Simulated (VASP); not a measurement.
Input of a VASP 6.6.1 run:

Contents of INCAR:

```
ALGO     = Normal         # electronic algorithm
EDIFF    = 1E-7           # SCF threshold, eV
ENCUT    = 520            # plane-wave cutoff, eV
GGA      = PE             # functional
ISIF     = 2              # what is computed and relaxed
ISMEAR   = 0              # smearing method
LASPH    = True           # aspherical terms in the spheres
LCHARG   = False          # write CHGCAR
LREAL    = False          # projectors in reciprocal space
LWAVE    = False          # write WAVECAR
NBANDS   = 75             # bands
NELM     = 60             # most SCF steps
PREC     = Accurate       # precision mode
SIGMA    = 0.1            # smearing width, eV
```

Contents of KPOINTS:

```
k-points
0
Gamma
  3 3 4
```

File POSCAR:

```
Ge3P4
1.0
    9.8816307200      0.0000000000      0.0000000000
   -4.9408153600      8.5577432300      0.0000000000
    0.0000000000      0.0000000000      3.7846824000
Ge P
6 8
Direct
    0.8291482800      0.2354844800      0.7500000000
    0.5936638000      0.8291482800      0.2500000000
    0.2354844800      0.4063362000      0.2500000000
    0.7645155200      0.5936638000      0.7500000000
    0.4063362000      0.1708517200      0.7500000000
    0.1708517200      0.7645155200      0.2500000000
    0.6666666700      0.3333333300      0.7500000000
    0.3333333300      0.6666666700      0.2500000000
    0.6696315900      0.9727169700      0.7500000000
    0.6969146100      0.6696315900      0.2500000000
    0.9727169700      0.3030853900      0.2500000000
    0.0272830300      0.6969146100      0.7500000000
    0.3303684100      0.0272830300      0.2500000000
    0.3030853900      0.3303684100      0.7500000000
```

Potentials or basis: VASP PAW PBE potentials, release 64 (Ge_d, P).

Launch:

```bash
$ cat potpaw_PBE.64/Ge_d/POTCAR potpaw_PBE.64/P/POTCAR > POTCAR
$ mpirun -np 1 vasp_std > vasp.out
```

Predict the band gap on the k mesh.

zero (bands 62 and 63 overlap by 0.04 eV).

What does it give for the largest force?

0.287 eV/Å.

Forces in eV/Å, atoms in the order of the input:
```
Ge   0.180  0.052  0.000
Ge   0.045  0.182  0.000
Ge   0.135 -0.130  0.000
Ge  -0.135  0.130  0.000
Ge  -0.045 -0.182  0.000
Ge  -0.180 -0.052  0.000
P    0.000  0.000  0.000
P    0.000  0.000  0.000
P   -0.189  0.215  0.000
P   -0.281 -0.056  0.000
P    0.092  0.272  0.000
P   -0.092 -0.272  0.000
P    0.189 -0.215  0.000
P    0.281  0.056  0.000
```

Caveat: the k points lie up to 0.42 Å⁻¹ apart.
